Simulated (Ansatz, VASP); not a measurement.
# ZnSe: VASP beside Ansatz

```xyz
2
Lattice="0.0000 2.8338 2.8338 2.8338 0.0000 2.8338 2.8338 2.8338 0.0000" Properties=species:S:1:pos:R:3 pbc="T T T"
Se    4.2507    4.2507    4.2507
Zn    0.0000    0.0000    0.0000
```

Alike in both runs: task relaxation of cell and atoms; functional BLYP; k mesh 8 × 8 × 8; occupations fermi-dirac, width 0.05 eV; no spin polarisation.

|  | VASP | Ansatz |
| --- | --- | --- |
| version | VASP 6.6.1 | Ansatz 0.2.0 |
| potentials or method | VASP PAW PBE potentials, release 64 (Se, Zn), cutoff 600 eV | all-electron LAPW, scalar-relativistic |

```tsv
	VASP	Ansatz	Ansatz less VASP
relaxed volume (Å³/atom)	25.03	24.95	-0.077
relaxed cell length with the largest relative difference (Å)	4.137	4.133	-0.0043
```

VASP's potentials were made for PBE, not for BLYP. Ansatz ran all-electron here, and VASP with PAW potentials.
